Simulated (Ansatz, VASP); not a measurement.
**Te2Mo in VASP and in Ansatz**

The input INCAR:

```
PREC = Accurate
ENCUT = 520
EDIFF = 1E-7
ISMEAR = 1
SIGMA = 0.1
LREAL = F
LASPH = T
NELM = 80
ALGO = Normal
ISIF = 2
LWAVE = F
LCHARG = T
GGA = PS
LELF = T
LVHAR = T
NBANDS = 20
```

The input KPOINTS:

```
Automatic mesh
0
Gamma
  6 6 2
```

The input POSCAR:

```
Te2Mo
1.0
    3.5526333347     -0.0010388394     -0.0014349742
   -1.7772163337      3.0769593804     -0.0002655096
   -0.0070631816     -0.0055869876     17.4942608637
Te Mo
2 1
Direct
    0.3219254776      0.6512944112      0.8971104694
    0.3362611249      0.6604094115      0.1032680131
    0.0054348574     -0.0122372525      0.0004424961
```

Input for Ansatz:

```yaml
crystal:
  lattice:
    - [3.5526333346848347, -0.0010388394213582514, -0.0014349741925106174]
    - [-1.7772163336620133, 3.076959380398811, -0.0002655096034947886]
    - [-0.0070631815563106035, -0.0055869876037983705, 17.494260863708888]
  atoms:
    - { symbol: Te, position: [0.32192547764634466, 0.6512944111517568, 0.8971104694138503] }
    - { symbol: Te, position: [0.3362611248563016, 0.6604094115311099, 0.10326801308743644] }
    - { symbol: Mo, position: [0.005434857434077727, -0.01223725246815229, 0.0004424961421237127] }
basis:
  ecutwfc: 550.0
kpoints:
  mp_grid:
    grid: [6, 6, 2]
hamiltonian:
  xc: pbesol
  pseudopotentials:
    kind: paw
scf:
  occupations:
    method: cold
    width: 0.1
output:
  forces: true
  stress: true
```

Alike in both runs: task single point; functional PBEsol; k mesh 6 × 6 × 2; no spin polarisation.

|  | VASP | Ansatz |
| --- | --- | --- |
| version | VASP 6.6.1 | Ansatz 0.2.0 |
| potentials or method | VASP PAW PBE potentials, release 64 (Te, Mo_sv), cutoff 520 eV | plane waves, PAW |
| occupations | methfessel-paxton of order 1, width 0.1 eV | cold, width 0.1 eV |
| valence electrons in the cell | 26 | 46 |

```tsv
	VASP	Ansatz	Ansatz less VASP
rms of the force components (eV/Å)	0.246	0.254	+0.0072
```

VASP's potentials were made for PBE, not for PBEsol. Atom by atom the forces differ by 0.014 eV/Å (rms over components). VASP's potentials hold 26 valence electrons a cell and Ansatz's 46, so a difference there can come from the potentials and not from the codes.

Spin-orbit coupling is off throughout.
